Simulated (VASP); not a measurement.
# SnO2 (Pbcn) in VASP: further runs, part 2 of 2

VASP 6.6.1.

### 4 Single point, LDA (volume scaled by 1.10, then relaxed in part)

Input file INCAR:

```
  ALGO = Normal
  EDIFF = 1E-7
  ENCUT = 520
  ISIF = 2
  ISMEAR = 0
  LASPH = T
  LCHARG = F
  LREAL = F
  LUSENCCL = F
  LWAVE = F
  NBANDS = 64
  NELM = 100
  PREC = Accurate
  SIGMA = 0.02
```

Input file KPOINTS:

```
k-points
0
Gamma
  6 6 6
```

Input file POSCAR:

```
SnO2
1.0
    4.8572712889      0.0000000000      0.0000000000
    0.0000000000      5.8986812885      0.0000000000
    0.0000000000      0.0000000000      5.3522185641
Sn O
4 8
Direct
    0.5000000000      0.6614639755      0.7500000000
    0.0000000000      0.8385360245      0.2500000000
    0.5000000000      0.3385360245      0.2500000000
    0.0000000000      0.1614639755      0.7500000000
    0.7241233023      0.6125863811      0.0801659893
    0.2241233023      0.8874136189      0.9198340107
    0.7758766977      0.8874136189      0.5801659893
    0.2758766977      0.6125863811      0.4198340107
    0.7241233023      0.3874136189      0.5801659893
    0.2241233023      0.1125863811      0.4198340107
    0.7758766977      0.1125863811      0.0801659893
    0.2758766977      0.3874136189      0.9198340107
```

Potentials or basis: VASP PAW LDA potentials, release 64 (Sn_d, O).

Started as:

```
cat potpaw_LDA.64/Sn_d/POTCAR potpaw_LDA.64/O/POTCAR > POTCAR
mpirun -np 1 vasp_std > vasp.out
```

OUTCAR:

```text
EDIFF = 1E-7
   ENCUT = 520
   ISIF = 2
   ISMEAR = 0
   LASPH = T
   LREAL = F
   NELM = 100
   PREC = Accurate

 ion  position               nearest neighbor table
   1  0.500  0.661  0.750-   5 2.10   8 2.10   7 2.10   6 2.10   9 2.15  12 2.15   3 3.28   3 3.28

   2  0.000  0.839  0.250-   6 2.10   7 2.10   5 2.10   8 2.10  10 2.15  11 2.15   4 3.28   4 3.28

   3  0.500  0.339  0.250-   9 2.10  12 2.10  11 2.10  10 2.10   5 2.15   8 2.15   1 3.28   1 3.28

   4  0.000  0.161  0.750-  10 2.10  11 2.10   9 2.10  12 2.10   6 2.15   7 2.15   2 3.28   2 3.28

   5  0.724  0.613  0.080-   1 2.10   2 2.10   3 2.15
   6  0.224  0.887  0.920-   2 2.10   1 2.10   4 2.15
   7  0.776  0.887  0.580-   2 2.10   1 2.10   4 2.15
   8  0.276  0.613  0.420-   1 2.10   2 2.10   3 2.15
   9  0.724  0.387  0.580-   3 2.10   4 2.10   1 2.15
  10  0.224  0.113  0.420-   4 2.10   3 2.10   2 2.15
  11  0.776  0.113  0.080-   4 2.10   3 2.10   2 2.15
  12  0.276  0.387  0.920-   3 2.10   4 2.10   1 2.15

  LATTYP: Found a simple orthorhombic cell.
 ALAT       =     4.8572712889
 B/A-ratio  =     1.1018982152
 C/A-ratio  =     1.2144022719

  Lattice vectors:

 A1 = (  -4.8572712889,   0.0000000000,   0.0000000000)
 A2 = (   0.0000000000,   0.0000000000,   5.3522185641)
 A3 = (   0.0000000000,   5.8986812885,   0.0000000000)

Analysis of symmetry for initial positions (statically):
=====================================================================
 Subroutine PRICEL returns:
 Original cell was already a primitive cell.

 Routine SETGRP: Setting up the symmetry group for a
 simple orthorhombic supercell.

 Subroutine GETGRP returns: Found  8 space group operations
 (whereof  2 operations were pure point group operations)
 out of a pool of  8 trial point group operations.

The static configuration has the point symmetry S_2 .
[... 163 lines left out ...]
   IVDW    =     0    specifies the selected vdW correction
   LEPSILON=     F    determine dielectric tensor
   LRPA    =     F    only Hartree local field effects (RPA)
 non-spin polarized calculation
 Gauss-broadening in eV      SIGMA  =   0.02
  energy-cutoff  :      520.00
  volume of cell :      153.35
 maximum number of plane-waves:      4168
   NGX = 19   NGY = 21   NGZ = 19

 number of electron     104.0000041 magnetization

 Free energy of the ion-electron system (eV)
  ---------------------------------------------------
  ext. energy  EPLUGINS =         0.00000000
  ---------------------------------------------------
  free energy    TOTEN  =       -83.78180071 eV

  energy without entropy =      -83.78180071  energy(sigma->0) =      -83.78180071

 E-fermi :   4.8867     XC(G=0): -11.4600

 val. band max:        4.7838090898   @ k =   0.3333   0.0000   0.0000
 cond. band min:       5.2925352253   @ k =   0.0000   0.0000   0.0000
 fundamental gap:      0.5087261355
 Fermi energy:         4.8867300571

 k-point     1 :       0.0000    0.0000    0.0000
  band No.  band energies     occupation
      1     -15.7655      2.00000
      2     -15.6168      2.00000
      3     -15.5490      2.00000
      4     -15.3548      2.00000
      5     -15.2977      2.00000
      6     -15.1496      2.00000
[... 1597 lines left out ...]
     63      14.6829      0.00000
     64      14.6830      0.00000

 [... further k-points ...]

------------------------ aborting loop because EDIFF is reached ----------------------------------------

  FORCE on cell =-STRESS in cart. coord.  units (eV):
  Direction    XX          YY          ZZ          XY          YZ          ZX
  --------------------------------------------------------------------------------------
  -------------------------------------------------------------------------------------
  Total      -13.9086620    -13.8775900    -13.7044961      0.0000000      0.0000000      0.0000000
  in kB     -145.3164579   -144.9918202   -143.1833512      0.0000000      0.0000000      0.0000000
  external PRESSURE =    -144.4972098 kB  Pullay stress =       0.0000000 kB

 VOLUME and BASIS-vectors are now :
 -----------------------------------------------------------------------------
  energy-cutoff  :      520.00
  volume of cell :      153.35
      direct lattice vectors                 reciprocal lattice vectors
     4.857271289  0.000000000  0.000000000     0.205876909  0.000000000  0.000000000
     0.000000000  5.898681288  0.000000000     0.000000000  0.169529417  0.000000000
     0.000000000  0.000000000  5.352218564     0.000000000  0.000000000  0.186838409

 POSITION                                       TOTAL-FORCE (eV/Angst)
 -----------------------------------------------------------------------------------
      2.42864      3.90177      4.01416         0.000000      0.019561      0.000000
      0.00000      4.94626      1.33805         0.000000     -0.019561      0.000000
      2.42864      1.99692      1.33805         0.000000     -0.019561      0.000000
      0.00000      0.95242      4.01416         0.000000      0.019561      0.000000
      3.51726      3.61345      0.42907         0.015714     -0.006444      0.011503
      1.08863      5.23457      4.92315         0.015714      0.006444     -0.011503
      3.76864      5.23457      3.10518        -0.015714      0.006444      0.011503
      1.34001      3.61345      2.24704        -0.015714     -0.006444     -0.011503
      3.51726      2.28523      3.10518         0.015714      0.006444      0.011503
      1.08863      0.66411      2.24704         0.015714     -0.006444     -0.011503
      3.76864      0.66411      0.42907        -0.015714     -0.006444      0.011503
      1.34001      2.28523      4.92315        -0.015714      0.006444     -0.011503
 -----------------------------------------------------------------------------------
    total drift:                                0.000000     -0.000000      0.000000

  FREE ENERGIE OF THE ION-ELECTRON SYSTEM (eV)
  ---------------------------------------------------
  free  energy   TOTEN  =       -83.7818007062 eV

  energy  without entropy=      -83.7818007062  energy(sigma->0) =      -83.78180071
```

OSZICAR:

```text
N       E                     dE             d eps       ncg     rms          rms(c)
DAV:   1     0.155345102047E+04    0.15535E+04   -0.48591E+04  9552   0.253E+03
DAV:   2     0.244065404000E+03   -0.13094E+04   -0.12426E+04  8624   0.789E+02
DAV:   3    -0.679461292214E+02   -0.31201E+03   -0.30437E+03  8936   0.277E+02
DAV:   4    -0.949091956632E+02   -0.26963E+02   -0.26671E+02 10328   0.899E+01
DAV:   5    -0.957103004085E+02   -0.80110E+00   -0.79864E+00  9688   0.162E+01    0.210E+01
DAV:   6    -0.838880290283E+02    0.11822E+02   -0.42588E+01 13144   0.720E+01    0.793E+00
DAV:   7    -0.839784842022E+02   -0.90455E-01   -0.47221E+00  9208   0.903E+00    0.451E+00
DAV:   8    -0.838286342887E+02    0.14985E+00   -0.86677E-01 11432   0.520E+00    0.129E+00
DAV:   9    -0.837812222234E+02    0.47412E-01   -0.20510E-01 12472   0.400E+00    0.218E-01
DAV:  10    -0.837818498536E+02   -0.62763E-03   -0.16243E-02 11560   0.909E-01    0.114E-01
DAV:  11    -0.837818071103E+02    0.42743E-04   -0.14586E-03 13016   0.310E-01    0.398E-02
DAV:  12    -0.837818054289E+02    0.16813E-05   -0.11057E-04 10688   0.716E-02    0.269E-02
DAV:  13    -0.837818005092E+02    0.49197E-05   -0.28117E-05 11872   0.265E-02    0.473E-03
DAV:  14    -0.837818007374E+02   -0.22811E-06   -0.20653E-06  8840   0.848E-03    0.202E-03
DAV:  15    -0.837818007062E+02    0.31137E-07   -0.79669E-07  9360   0.753E-03
   1 F= -.83781801E+02 E0= -.83781801E+02  d E =-.330096E-15
```

stdout:

```text
Offloading initialized ...    1 GPUs detected
 POSCAR found type information on POSCAR SnO
 POSCAR found :  2 types and      12 ions
 scaLAPACK will be used selectively (only on CPU)
 LDA part: xc-table for (Slater(with rela. corr.)+CA(PZ))
 , standard interpolation
 POSCAR, INCAR and KPOINTS ok, starting setup
 FFT: planning ... GRIDC
 FFT: planning ... GRID_SOFT
 FFT: planning ... GRID
 WAVECAR not read
 entering main loop
```

Run time: 6 min. Hardware: 1 × NVIDIA H100 80GB with 1 thread of AMD EPYC 7R13 (Zen 3), shared host; peak memory 1.6 GiB.

Results:

```yaml
Free_energy: -83.7818 eV
Pressure: -14.4 GPa
Largest_force: 0.021 eV/Å
Band_gap_on_the_k_mesh: 0.51 eV, indirect (least direct gap 0.58 eV)
```

Forces on the atoms (eV/Å):
```
Sn   0.000  0.020  0.000
Sn   0.000 -0.020  0.000
Sn   0.000 -0.020  0.000
Sn   0.000  0.020  0.000
O    0.016 -0.006  0.012
O    0.016  0.006 -0.012
O   -0.016  0.006  0.012
O   -0.016 -0.006 -0.012
O    0.016  0.006  0.012
O    0.016 -0.006 -0.012
O   -0.016 -0.006  0.012
O   -0.016  0.006 -0.012
```

Caveat: spin-orbit coupling is left out, which moves the levels of the heavy elements. A k mesh can miss the band edges.

### 5 Overview

| cell | gap on the mesh (eV) | pressure (GPa) | largest force (eV/Å) |
| --- | --- | --- | --- |
| a = 4.748, b = 5.759, c = 5.252 Å, 12 atoms | 1.21 | -4.5 | 0.02 |
| a = 4.794, b = 5.820, c = 5.297 Å, 12 atoms | 0.89 | -9.3 | 0.02 |
| a = 4.857, b = 5.899, c = 5.352 Å, 12 atoms | 0.51 | -14.4 | 0.02 |

Alike in all rows: task single point; level LDA; potentials or basis VASP PAW LDA potentials, release 64 (Sn_d, O); no spin polarisation; k mesh 6 × 6 × 6; cutoff (eV) 520; smearing gaussian 0.02 eV.

Caveats: spin-orbit coupling is left out, which moves the levels of the heavy elements.

Total energies depend on the potentials used, so only differences within one code and one set of settings carry meaning.
